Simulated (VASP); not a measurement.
Ir2Pt:

```xyz
3
Lattice="2.7343 0.0000 0.0000 0.0000 2.7343 0.0000 0.0000 0.0000 6.3947" Properties=species:S:1:pos:R:3 pbc="T T T"
Ir    1.3672    1.3672    1.9776
Ir    1.3672    1.3672    4.4171
Pt    0.0000    0.0000    0.0000
```

The cell was built from a structure type or drawn by symmetry, and may not be a known phase.

```yaml
Program: VASP 6.6.1
Task: relaxation of cell and atoms
Functional: PBE
Potentials_or_basis: VASP PAW PBE potentials, release 64 (Ir, Pt)
Cutoff: 500 eV
k_mesh: 16 × 16 × 8
Occupations: gaussian, width 0.1 eV
Spin: no spin polarisation
```

At the start: pressure -0.6 GPa; volume 15.94 Å³/atom.

Problem. How do energy, volume and symmetry change on relaxing?

Solution. Over 7 steps the energy falls by 3.6 meV/atom and the volume is 15.86 Å³/atom (-0.5 %); space group P4/mmm (No. 123, to 0.1 Å) before and after.

Step by step:
```tsv
step	energy change (eV)	largest force (eV/Å)	pressure (GPa)	volume (Å³)
1	0.0000	0.1148	-0.60	47.81
2	-0.0072	0.1980	1.31	47.39
3	-0.0072	0.1993	1.34	47.38
4	-0.0095	0.1152	-1.01	47.75
5	-0.0099	0.1382	-0.37	47.65
6	-0.0108	0.0113	0.07	47.58
7	-0.0108	0.0007	0.04	47.59
```

Final structure:
```
CELL_PARAMETERS angstrom
2.70852 0.00000 0.00000
0.00000 2.70852 0.00000
0.00000 0.00000 6.48647
ATOMIC_POSITIONS crystal
Ir 0.50000 0.50000 0.31208
Ir 0.50000 0.50000 0.68792
Pt 0.00000 0.00000 0.00000
```
